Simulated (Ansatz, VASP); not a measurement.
# Two plane-wave programs on Os

```
Os
1.0
    -1.39377    1.39377    4.15616
     1.39377   -1.39377    4.15616
     1.39377    1.39377   -4.15616
Os
2
Direct
  0.84959 0.84959 0.00000
  0.15041 0.15041 0.00000
```

Alike in both runs: functional PBE; k mesh 20 × 20 × 20; occupations gaussian, width 0.1 eV; no spin polarisation.

Ansatz relaxed the structure, and its values are those at the end. VASP's run is a single point on that final structure, the one shown.

|  | VASP | Ansatz |
| --- | --- | --- |
| version | VASP 6.6.1 | Ansatz 0.2.0 |
| potentials or method | VASP PAW PBE potentials, release 64 (Os), cutoff 520 eV | scalar-relativistic, plane waves, PAW |
| valence electrons in the cell | 16 | 32 |

```csv
,VASP,Ansatz,Ansatz less VASP
gap on the k mesh at the Fermi level (eV),none,none,-
pressure (GPa),-0.2,0.0,+0.28
rms of the force components (eV/Å),0.019,0.001,-0.0180
```

A gap of «none» marks a metal or a gap that the smearing closes. The functional is the same, so the differences come from potentials, cutoffs and numerics. VASP's potentials hold 16 valence electrons a cell and Ansatz's 32, so a difference there can come from the potentials and not from the codes.

Neither program's run includes spin-orbit coupling.
